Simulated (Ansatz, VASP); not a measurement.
**Two plane-wave programs on Ba2Re**

```xyz
6
Lattice="6.3536 0.0000 0.0000 0.0000 6.3536 0.0000 0.0000 0.0000 6.3536" Properties=species:S:1:pos:R:3 pbc="T T T"
Ba    1.5884    1.5884    1.5884
Ba    1.5884    4.7652    4.7652
Ba    4.7652    4.7652    1.5884
Ba    4.7652    1.5884    4.7652
Re    0.0000    0.0000    0.0000
Re    3.1768    3.1768    3.1768
```

Alike in both runs: functional PBE; k mesh 4 × 4 × 4; occupations gaussian, width 0.1 eV; no spin polarisation.

Ansatz relaxed the structure, and its values are those at the end. VASP's run is a single point on that final structure, the one shown.

```csv
,VASP,Ansatz
version,VASP 6.6.1,Ansatz 0.2.0
potentials or method,"VASP PAW PBE potentials, release 64 (Ba_sv, Re_sv_GW), cutoff 560 eV","scalar-relativistic, plane waves, PAW"
valence electrons in the cell,70,70
```

Ansatz gave:

```
gap on the k mesh at the Fermi level (eV) : none
pressure (GPa)                            : 0.1
```

Problem. What did VASP give for the same quantities?

Solution. gap on the k mesh at the Fermi level (eV): none; pressure (GPa): 1.5.

A gap of «none» marks a metal or a gap that the smearing closes.

Neither program's run includes spin-orbit coupling.
